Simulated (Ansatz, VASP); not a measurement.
## One calculation of Pb, two programs

```
CELL_PARAMETERS angstrom
3.53764 0.00000 0.00000
-1.76882 3.06369 0.00000
0.00000 0.00000 5.89189
ATOMIC_POSITIONS crystal
Pb 0.33333 0.66667 0.25000
Pb 0.66667 0.33333 0.75000
```

Alike in both runs: functional PBE; k mesh 12 × 12 × 8; occupations gaussian, width 0.1 eV; no spin polarisation.

Ansatz relaxed the structure, and its values are those at the end. VASP's run is a single point on that final structure, the one shown.

|  | VASP | Ansatz |
| --- | --- | --- |
| version | VASP 6.6.1 | Ansatz 0.2.0 |
| potentials or method | VASP PAW PBE potentials, release 64 (Pb_d), cutoff 520 eV | scalar-relativistic, plane waves, PAW |
| valence electrons in the cell | 28 | 28 |

Ansatz gave:

* gap on the k mesh at the Fermi level (eV): none
* pressure (GPa): 0.0

Q: What did VASP give for the same quantities?

A: gap on the k mesh at the Fermi level (eV): none; pressure (GPa): -0.1.

A gap of «none» marks a metal or a gap that the smearing closes.

Neither program's run includes spin-orbit coupling.
